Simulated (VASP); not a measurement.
## Zr3SiO8: single point with PBE

The system is Zr3SiO8.

```
CELL_PARAMETERS angstrom
3.50750 0.00000 0.00000
0.00000 3.50750 0.00000
0.00000 0.00000 10.76791
ATOMIC_POSITIONS crystal
Zr 0.00000 0.00000 0.50000
Zr 0.50000 0.50000 0.24678
Zr 0.50000 0.50000 0.75322
Si 0.00000 0.00000 0.00000
O 0.00000 0.50000 0.07211
O 0.00000 0.50000 0.59414
O 0.00000 0.50000 0.34028
O 0.00000 0.50000 0.84405
O 0.50000 0.00000 0.15595
O 0.50000 0.00000 0.65972
O 0.50000 0.00000 0.40586
O 0.50000 0.00000 0.92789
```

```yaml
Program: VASP 6.6.1
Task: single point
Functional: PBE
Potentials_or_basis: VASP PAW PBE potentials, release 64 (Zr_sv, Si, O)
Cutoff: 520 eV
k_mesh: 6 × 6 × 2
Occupations: gaussian, width 0.1 eV
Spin: no spin polarisation
Dipole_correction: no
Further_INCAR_settings: ALGO = Normal; EDIFF = 1e-07; NBANDS = 56
```

| Property | Result |
| --- | --- |
| Pressure | 0.2 GPa |
| Largest force | 0.044 eV/Å |
| Band gap on the k mesh | 1.62 eV |

Forces in eV/Å, atoms in the order of the input:
```
Zr   0.000  0.000  0.000
Zr   0.000  0.000 -0.001
Zr   0.000  0.000  0.001
Si   0.000  0.000  0.000
O    0.000  0.000  0.013
O    0.000  0.000  0.034
O    0.000  0.000  0.038
O    0.000  0.000  0.044
O    0.000  0.000 -0.044
O    0.000  0.000 -0.038
O    0.000  0.000 -0.034
O    0.000  0.000 -0.013
```

Stress tensor (GPa, compression positive):
```
0.12 0.00 0.00
0.00 0.12 0.00
0.00 0.00 0.46
```

Levels at points of the mesh, in eV from the valence-band top:
```
           k point  band 42  band 43  band 44  band 45  band 46  band 47
(0.00, 0.00, 0.00)    -0.06     0.00     0.00     1.62     4.56     4.78
(0.50, 0.00, 0.00)    -0.76    -0.34    -0.26     3.95     4.77     4.87
(0.50, 0.50, 0.00)    -0.43    -0.23    -0.08     5.21     5.34     5.46
(0.00, 0.00, 0.50)    -0.05    -0.01    -0.01     1.73     4.56     4.61
(0.50, 0.00, 0.50)    -0.71    -0.49    -0.34     3.96     4.74     4.89
(0.50, 0.50, 0.50)    -0.32    -0.26    -0.20     5.30     5.33     5.47
```

It took 2.9 min on 1 thread of Intel(R) Xeon(R) Platinum 8259CL CPU @ 2.50GHz (Skylake/Cascade Lake), with other jobs on the host, peak memory 0.3 GiB.

A k mesh can miss the band edges.
